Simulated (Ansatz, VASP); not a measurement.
HfB2 in VASP and in Ansatz

The input INCAR:

```
PREC = Accurate ; ENCUT = 600
EDIFF = 1E-7 ; ISMEAR = -1
SIGMA = 0.1 ; LREAL = False
LASPH = True ; NELM = 60
ALGO = Normal ; ISIF = 3
LWAVE = False ; LCHARG = False
GGA = PS ; IBRION = 2
NSW = 80 ; EDIFFG = -0.01
```

KPOINTS

```
Automatic mesh
0
Gamma
  12 12 9
```

The input POSCAR:

```
HfB2
1.0
    3.1400000000      0.0000000000      0.0000000000
   -1.5700000000      2.7193197700      0.0000000000
    0.0000000000      0.0000000000      3.4800000000
Hf B
1 2
Direct
    0.0000000000      0.0000000000      0.0000000000
    0.3333333300      0.6666666700      0.5000000000
    0.6666666700      0.3333333300      0.5000000000
```

Input for Ansatz:

```yaml
crystal:
  lattice:
    - [3.14, 0.0, 0.0]
    - [-1.57, 2.71931977, 0.0]
    - [0.0, 0.0, 3.48]
  atoms:
    - { symbol: Hf, position: [0.0, 0.0, 0.0] }
    - { symbol: B, position: [0.33333333, 0.66666667, 0.5] }
    - { symbol: B, position: [0.66666667, 0.33333333, 0.5] }
  symmetry: { tolerance: 0.0003 }
hamiltonian:
  xc: pbesol
  pseudopotentials: { kind: paw, azcp: { folder: soft_1 } }
basis:
  ecutwfc: 420
magnetization:
  spin_polarized: false
scf:
  occupations: { method: fermi_dirac, width: 0.1 }
kpoints:
  mp_grid: { grid: [12, 12, 9], shift: [0, 0, 0] }
output:
  forces: true
  stress: true
  eigenvalues: true
relax:
  max_steps: 60
  cell: {}
```

Alike in both runs: task relaxation of cell and atoms; functional PBEsol; k mesh 12 × 12 × 9; occupations fermi-dirac, width 0.1 eV; no spin polarisation.

|  | VASP | Ansatz |
| --- | --- | --- |
| version | VASP 6.6.1 | Ansatz 0.2.0 |
| potentials or method | VASP PAW PBE potentials, release 64 (Hf_pv, B), cutoff 600 eV | PAW plane waves |
| valence electrons in the cell | 16 | 32 |

```csv
,VASP,Ansatz,Ansatz less VASP
"gap on the k mesh at the Fermi level, each at its own relaxed structure (eV)",none,none,-
relaxed volume (Å³/atom),9.73,9.73,+0.007
relaxed cell length with the largest relative difference (Å),3.125,3.127,+0.0015
```

VASP's potentials were made for PBE, not for PBEsol, and Ansatz warns of the same on its side. A gap of «none» marks a metal or a gap that the smearing closes. VASP's potentials hold 16 valence electrons a cell and Ansatz's 32, so a difference there can come from the potentials and not from the codes.

Spin-orbit coupling is off throughout.
